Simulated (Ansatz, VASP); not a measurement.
## One calculation of SrO, two programs

INCAR

```
SYSTEM = SrO
PREC     = Accurate       ! precision mode
ENCUT    = 600            ! plane-wave cutoff, eV
EDIFF    = 1E-6           ! SCF threshold, eV
ISMEAR   = 0              ! smearing method
SIGMA    = 0.02           ! smearing width, eV
LREAL    = .False.        ! projectors in reciprocal space
LASPH    = .True.         ! aspherical terms in the spheres
NELM     = 100            ! most SCF steps
ALGO     = Normal         ! electronic algorithm
ISIF     = 3              ! what is computed and relaxed
LWAVE    = .False.        ! write WAVECAR
LCHARG   = .False.        ! write CHGCAR
GGA      = PE             ! functional
IBRION   = 2              ! ionic algorithm
NSW      = 100            ! ionic steps
EDIFFG   = -0.01          ! ionic threshold
```

KPOINTS

```
regular mesh
0
Gamma
  6 6 8
  0 0 0
```

File POSCAR:

```
SrO
1.0
    3.5311562320      0.0000000000      0.0000000000
   -1.7655781160      3.0580710017      0.0000000000
    0.0000000000      0.0000000000      3.2066913311
Sr O
1 1
Direct
    0.6666666667      0.3333333333      0.5000000000
    0.3333333333      0.6666666667      0.0000000000
```

Input for Ansatz:

```yaml
crystal:
  lattice:
    - [3.531156232, 0.0, 0.0]
    - [-1.765578116, 3.0580710017, 0.0]
    - [0.0, 0.0, 3.2066913311]
  atoms:
    - { symbol: Sr, position: [0.6666666667, 0.3333333333, 0.5] }
    - { symbol: O, position: [0.3333333333, 0.6666666667, 0.0] }
basis:
  ecutwfc: 420
kpoints:
  mp_grid: { grid: [6, 6, 8] }
hamiltonian:
  xc: pbe
scf:
  occupations: { method: gaussian, width: 0.02 }
output:
  forces: true
  stress: true
  eigenvalues: true
relax:
  adjacent_minimum: "off"
  f_tol: 0.01
  max_steps: 80
  cell: { stress_tol: 0.05 }
```

Alike in both runs: task relaxation of cell and atoms; functional PBE; k mesh 6 × 6 × 8; occupations gaussian, width 0.02 eV; no spin polarisation.

|  | VASP | Ansatz |
| --- | --- | --- |
| version | VASP 6.6.1 | Ansatz 0.2.0 |
| potentials or method | VASP PAW PBE potentials, release 64 (Sr_sv, O), cutoff 600 eV | scalar-relativistic, plane waves, PAW |
| valence electrons in the cell | 16 | 16 |

Ansatz gave:

- gap on the k mesh at the Fermi level, each at its own relaxed structure (eV): 2.81
- relaxed volume (Å³/atom): 17.33
- relaxed length of the cell vector where the two differ most in proportion (Å): 3.207

**Question.** Which values does VASP return?

**Answer.** gap on the k mesh at the Fermi level, each at its own relaxed structure (eV): 2.78; relaxed volume (Å³/atom): 17.43; relaxed length of the cell vector where the two differ most in proportion (Å): 3.214.
